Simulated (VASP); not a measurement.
Input of a VASP 6.6.1 run:

The input INCAR:

```
  PREC = Accurate
  ENCUT = 600
  EDIFF = 1E-6
  ISMEAR = -1
  SIGMA = 0.08
  LREAL = F
  LASPH = T
  NELM = 120
  ALGO = Normal
  ISIF = 2
  LWAVE = F
  LCHARG = F
  GGA = PE
  NBANDS = 16
  GGA_COMPAT = F
```

KPOINTS

```
regular mesh
0
Gamma
  13 13 13
```

Contents of POSCAR:

```
NbN
1.0
    0.0000000000      2.2090335361      2.2090335361
    2.2090335361      0.0000000000      2.2090335361
    2.2090335361      2.2090335361      0.0000000000
Nb N
1 1
Direct
    0.5000000000      0.5000000000      0.5000000000
    0.0000000000      0.0000000000      0.0000000000
```

Potentials or basis: VASP PAW PBE potentials, release 64 (Nb_sv, N).

Run with:

```console
$ cat potpaw_PBE.64/Nb_sv/POTCAR potpaw_PBE.64/N/POTCAR > POTCAR
$ mpirun -np 1 vasp_std > vasp.out
```

Question: Estimate the band gap on the k mesh.

Answer: Zero (bands 9 and 10 overlap by 3.33 eV).

Question: Predict the pressure.

Answer: 0.0 GPa.
